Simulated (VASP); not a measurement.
## Si3P2: single point with PBE

Si3P2:

```
Si P
1.0
     5.45239    0.00000    0.00000
    -2.72620    4.72191    0.00000
     0.00000    0.00000    3.76120
Si P
3 2
Direct
  0.50000 0.00000 0.50000
  0.00000 0.50000 0.50000
  0.50000 0.50000 0.50000
  0.33333 0.66667 0.50000
  0.66667 0.33333 0.50000
```

The cell was built from a structure type or drawn by symmetry, and may not be a known phase.

```
Program             : VASP 6.6.1
Task                : single point
Functional          : PBE
Potentials or basis : VASP PAW PBE potentials, release 64 (Si, P)
Cutoff              : 520 eV
k mesh              : 6 × 6 × 4
Occupations         : gaussian, width 0.1 eV
Spin                : no spin polarisation
```

| Item | Value |
| --- | --- |
| Pressure | 172.2 GPa |
| Band gap on the k mesh | zero (bands 11 and 12 overlap by 1.02 eV) |

Stress tensor (GPa, compression positive):
```
261.25   0.00   0.00
  0.00 261.25   0.00
  0.00   0.00  -5.91
```

Levels at points of the mesh, in eV from the Fermi level:
```
           k point  band 7  band 8  band 9  band 10  band 11  band 12  band 13  band 14  band 15  band 16
(0.00, 0.00, 0.00)   -5.99   -3.62   -0.65    -0.08    -0.08     0.54     0.54     1.50     2.82     2.82
(0.50, 0.00, 0.00)   -5.41   -4.70   -2.18    -1.39     0.33     1.20     1.90     1.95     2.11     3.30
(0.00, 0.00, 0.50)   -7.49   -5.07   -1.72    -1.72     0.25     0.25     0.81     2.67     2.67     3.35
(0.50, 0.00, 0.50)   -6.60   -6.53   -2.03    -1.70    -0.99    -0.40     2.22     2.46     3.23     4.52
```

It took 76 s on 1 thread of AMD EPYC 7R13 (shared host), peak memory 0.18 GiB.

Caveat: the k points lie up to 0.42 Å⁻¹ apart, too coarse for converged energies and pressures of a metal.
